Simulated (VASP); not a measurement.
Sn, 2 atoms in the cell. The structure is tetragonal, space group I4_1/amd (No. 141). Conventional cell: a = 5.620 Å, b = 5.620 Å, c = 3.030 Å, α = 90.00°, β = 90.00°, γ = 90.00°. Within 3.8 Å of Sn (site symmetry -4m2) lie 10 Sn at 2.91 to 3.61 Å. 

- Program: VASP 6.6.1
- Task: single point
- Functional: r2SCAN
- Potentials or basis: VASP PAW PBE potentials, release 64 (Sn_d)
- Cutoff: 520 eV
- k mesh: 16 × 16 × 16
- Occupations: fermi-dirac, width 0.1 eV
- Spin: no spin polarisation
- Dipole correction: no
- Further INCAR settings: ALGO = Normal; EDIFF = 1e-07; NBANDS = 21

Potentials or basis: VASP PAW PBE potentials, release 64 (Sn_d).

Launch:

```sh
$ cat potpaw_PBE.64/Sn_d/POTCAR > POTCAR
$ cp INCAR.step1 INCAR
$ mpirun -np 1 vasp_std > vasp.out
$ cp INCAR.step2 INCAR
$ mpirun -np 1 vasp_std > vasp.out
```

Hardware: 1 thread of Oxide Virtual Turin-like Processor (shared host).

Question: How long does it take, and how much memory?

Answer: Run time: 28 min on 1 thread of Oxide Virtual Turin-like Processor, on a shared host, peak memory 0.35 GiB. Counts: k points 349.
